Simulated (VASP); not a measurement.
**Pb: single point with PBEsol**

The system is Pb.

```xyz
2
Lattice="3.2016 0.0000 0.0000 -1.6008 2.7727 0.0000 0.0000 0.0000 5.8136" Properties=species:S:1:pos:R:3 pbc="T T T"
Pb    0.0000    1.8484    1.4534
Pb    1.6008    0.9242    4.3602
```

This cell differs from its parent crystal: strain -0.080 along x and y, +0.040 along z.

- Program: VASP 6.6.1
- Task: single point
- Functional: PBEsol
- Potentials or basis: VASP PAW PBE potentials, release 64 (Pb_d)
- Cutoff: 520 eV
- k mesh: 18 × 18 × 10
- Occupations: gaussian, width 0.15 eV
- Spin: no spin polarisation

- Pressure: 10.6 GPa
- Band gap on the k mesh: zero (band 14 reaches 15.39 eV, above the bottom of band 15 at 6.76 eV)

Stress tensor (GPa, compression positive):
```
13.33  0.00  0.00
 0.00 13.33  0.00
 0.00  0.00  5.06
```

Levels at points of the mesh, in eV from the Fermi level:
| k point | band 11 | band 12 | band 13 | band 14 | band 15 | band 16 | band 17 | band 18 |
| --- | --- | --- | --- | --- | --- | --- | --- | --- |
| (0.00, 0.00, 0.00) | -13.03 | -9.41 | -5.34 | 6.25 | 7.96 | 7.96 | 9.76 | 9.76 |
| (0.50, 0.00, 0.00) | -8.17 | -7.06 | -3.70 | -2.59 | -0.64 | 1.72 | 3.15 | 6.47 |
| (0.00, 0.00, 0.50) | -11.82 | -11.82 | -0.43 | -0.43 | 8.77 | 8.77 | 8.77 | 8.77 |
| (0.50, 0.00, 0.50) | -7.34 | -7.34 | -4.50 | -4.50 | 3.28 | 3.28 | 4.48 | 4.48 |

Run time: 110 s on 1 thread of Intel(R) Xeon(R) 6975P-C (Granite Rapids) (shared host), peak memory 0.3 GiB.

Caveat: the cell differs from its parent crystal (strain -0.080 along x and y, +0.040 along z); the PAW data sets were made with another functional, which shifts forces and pressure a little; spin-orbit coupling is left out, which moves the levels of the heavy elements.
